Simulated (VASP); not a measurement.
The system is Rb2MgGaC6N6.

```xyz
16
Lattice="0.0000 5.1410 5.1410 5.1410 0.0000 5.1410 5.1410 5.1410 0.0000" Properties=species:S:1:pos:R:3 pbc="T T T"
Rb    2.5705    2.5705    2.5705
Rb    7.7115    7.7115    7.7115
Mg    5.1410    5.1410    5.1410
Ga    0.0000    0.0000    0.0000
C     1.8960    5.1410    5.1410
C     5.1410    1.8960    5.1410
C     5.1410    5.1410    1.8960
C     8.3860    5.1410    5.1410
C     5.1410    8.3860    5.1410
C     5.1410    5.1410    8.3860
N     3.0660    5.1410    5.1410
N     5.1410    3.0660    5.1410
N     5.1410    5.1410    3.0660
N     7.2160    5.1410    5.1410
N     5.1410    7.2160    5.1410
N     5.1410    5.1410    7.2160
```

```yaml
Program: VASP 6.6.1
Task: relaxation of cell and atoms
Functional: PBE
Potentials_or_basis: VASP PAW PBE potentials, release 64 (Rb_sv, Mg, Ga_d, C, N)
Cutoff: 600 eV
k_mesh: 4 × 4 × 4
Occupations: gaussian, width 0.1 eV
Spin: no spin polarisation
```

At the start: pressure 12.3 GPa; volume 16.98 Å³/atom.

Where does the relaxation end?

Over 5 steps the energy falls by 147.9 meV/atom and the volume is 20.28 Å³/atom (+19.4 %); space group Fm-3m (No. 225, to 0.1 Å) before and after.

Step by step:
```
step  energy change (eV)  largest force (eV/Å)  pressure (GPa)  volume (Å³)
   1              0.0000                2.3248           12.29       271.75
   2             -2.3536                0.5646            0.23       326.27
   3             -2.3567                0.6230            0.50       323.98
   4             -1.5240                4.8456           -5.70       329.28
   5             -2.3667                0.0252           -0.22       324.47
```

Final structure:
```xyz
16
Lattice="0.0000 5.4540 5.4540 5.4540 0.0000 5.4540 5.4540 5.4540 0.0000" Properties=species:S:1:pos:R:3 pbc="T T T"
Rb    2.7270    2.7270    2.7270
Rb    8.1810    8.1810    8.1810
Mg    5.4540    5.4540    5.4540
Ga    0.0000    0.0000    0.0000
C     2.1237    5.4540    5.4540
C     5.4540    2.1237    5.4540
C     5.4540    5.4540    2.1237
C     8.7842    5.4540    5.4540
C     5.4540    8.7842    5.4540
C     5.4540    5.4540    8.7842
N     3.3047    5.4540    5.4540
N     5.4540    3.3047    5.4540
N     5.4540    5.4540    3.3047
N     7.6032    5.4540    5.4540
N     5.4540    7.6032    5.4540
N     5.4540    5.4540    7.6032
```

Caveat: the volume moved by over 15 % at a fixed basis, so the end points are rough; an odd number of electrons without spin polarisation forces a metal; a magnetic or distorted state may lie lower.
